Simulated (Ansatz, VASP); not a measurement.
# One calculation of Ag, two programs

```
Ag
1.0
     0.00000    2.07400    2.07400
     2.07400    0.00000    2.07400
     2.07400    2.07400    0.00000
Ag
1
Direct
  0.00000 0.00000 0.00000
```

Alike in both runs: functional PBE; k mesh 16 × 16 × 16; occupations fermi-dirac, width 0.05 eV; no spin polarisation.

Ansatz relaxed the structure, and its values are those at the end. VASP's run is a single point on that final structure, the one shown.

|  | VASP | Ansatz |
| --- | --- | --- |
| version | VASP 6.6.1 | Ansatz 0.2.0 |
| potentials or method | VASP PAW PBE potentials, release 64 (Ag) | PAW with Ansatz's default frozen-core files, scalar-relativistic |
| plane-wave cutoff (eV) | 520 | 420 |
| valence electrons in the cell | 11 | 19 |

|  | VASP | Ansatz | Ansatz less VASP |
| --- | --- | --- | --- |
| pressure (GPa) | -0.1 | 0.0 | +0.11 |

VASP's potentials hold 11 valence electrons a cell and Ansatz's 19, so a difference there can come from the potentials and not from the codes.
